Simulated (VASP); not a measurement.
Crystal: Be2C.

```
Be C
1.0
     0.00000    2.16419    2.16419
     2.16419    0.00000    2.16419
     2.16419    2.16419    0.00000
Be C
2 1
Direct
  0.75000 0.75000 0.75000
  0.25000 0.25000 0.25000
  0.00000 0.00000 0.00000
```

| Item | Value |
| --- | --- |
| Program | VASP 6.6.1 |
| Task | relaxation of cell and atoms |
| Functional | LDA |
| Potentials or basis | VASP PAW LDA potentials, release 64 (Be, C) |
| Cutoff | 600 eV |
| k mesh | 10 × 10 × 10 |
| Occupations | fermi-dirac, width 0.02 eV |
| Spin | no spin polarisation |

At the start: pressure -8.0 GPa; volume 6.76 Å³/atom.

**Question.** How do energy, volume and symmetry change on relaxing?

**Answer.** Over 3 steps the energy falls by 6.8 meV/atom and the volume is 6.49 Å³/atom (-3.9 %); space group Fm-3m (No. 225, to 0.1 Å) before and after.

Step by step:
```
step  energy change (eV)  largest force (eV/Å)  pressure (GPa)  volume (Å³)
   1              0.0000                0.0000           -8.01        20.27
   2             -0.0192                0.0000            2.09        19.30
   3             -0.0204                0.0000            0.01        19.48
```

Final structure:
```
Be C
1.0
     0.00000    2.13564    2.13564
     2.13564    0.00000    2.13564
     2.13564    2.13564    0.00000
Be C
2 1
Direct
  0.75000 0.75000 0.75000
  0.25000 0.25000 0.25000
  0.00000 0.00000 0.00000
```
